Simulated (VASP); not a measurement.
Write the native input for VASP 6.6.1 that does the following.

```
Task                   : single point
Functional             : PBE
Potentials or basis    : VASP PAW PBE potentials, release 64 (Ba_sv)
Cutoff                 : 520 eV
k mesh                 : 14 × 14 × 14
Occupations            : gaussian, width 0.15 eV
Spin                   : no spin polarisation
Dipole correction      : no
Further INCAR settings : ALGO = Fast; EDIFF = 1e-06; NBANDS = 11
```

The structure of Ba lies in POSCAR:

```
Ba
1.0
    0.0000000000      3.0710317527      3.3942982529
    3.0710317527      0.0000000000      3.3942982529
    3.0710317527      3.0710317527      0.0000000000
Ba
1
Direct
    0.0000000000      0.0000000000      0.0000000000
```

This cell differs from its parent crystal: strain -0.050 along x and y, +0.050 along z.

These files were run (other wordings do the same):

INCAR

```
PREC = Accurate
ENCUT = 520
EDIFF = 1E-6
ISMEAR = 0
SIGMA = 0.15
LREAL = F
LASPH = T
NELM = 60
ALGO = Fast
ISIF = 2
LWAVE = F
LCHARG = T
GGA = PE
LELF = T
LVHAR = T
NBANDS = 11
```

KPOINTS

```
Automatic mesh
0
Gamma
  14 14 14
```

Potentials or basis: VASP PAW PBE potentials, release 64 (Ba_sv).

Launch:

```sh
$ cat potpaw_PBE.64/Ba_sv/POTCAR > POTCAR
$ mpirun -np 1 vasp_std > vasp.out
```

It gave:

```yaml
Pressure: 0.1 GPa
Band_gap_on_the_k_mesh: zero (bands 5 and 6 overlap by 0.38 eV)
```

Caveat: the cell differs from its parent crystal (strain -0.050 along x and y, +0.050 along z); spin-orbit coupling is left out, which moves the levels of the heavy elements.

Wall time 60 s on 1 thread of Intel(R) Xeon(R) 6975P-C (Granite Rapids), with other jobs on the host, peak memory 0.32 GiB.
